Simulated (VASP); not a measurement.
The system is Sn.

```
CELL_PARAMETERS angstrom
0.00000 3.23334 3.23334
3.23334 0.00000 3.23334
3.23334 3.23334 0.00000
ATOMIC_POSITIONS crystal
Sn 0.00000 0.00000 0.00000
Sn 0.25000 0.25000 0.25000
```

| Property | Result |
| --- | --- |
| Program | VASP 6.6.1 |
| Task | relaxation of cell and atoms |
| Functional | PBE |
| Potentials or basis | VASP PAW PBE potentials, release 64 (Sn_d) |
| Cutoff | 500 eV |
| k mesh | 12 × 12 × 12 |
| Occupations | methfessel-paxton, width 0.2 eV |
| Spin | no spin polarisation |

At the start: pressure 3.7 GPa; volume 33.80 Å³/atom.

Q: Where does the relaxation end?

A: Over 5 steps the energy falls by 32.4 meV/atom and the volume is 36.83 Å³/atom (+8.9 %); space group Fd-3m (No. 227, to 0.05 Å).

The path:
| step | energy change (eV) | largest force (eV/Å) | pressure (GPa) | volume (Å³) |
| --- | --- | --- | --- | --- |
| 1 | 0.0000 | 0.0000 | 3.74 | 67.61 |
| 2 | -0.0592 | 0.0000 | -0.87 | 75.62 |
| 3 | -0.0647 | 0.0000 | 0.02 | 73.62 |
| 4 | -0.0647 | 0.0000 | -0.04 | 73.74 |
| 5 | -0.0647 | 0.0000 | 0.00 | 73.65 |

Final structure:
```xyz
2
Lattice="0.0000 3.3270 3.3270 3.3270 0.0000 3.3270 3.3270 3.3270 0.0000" Properties=species:S:1:pos:R:3 pbc="T T T"
Sn    0.0000    3.3270    3.3270
Sn    1.6635    1.6635    1.6635
```
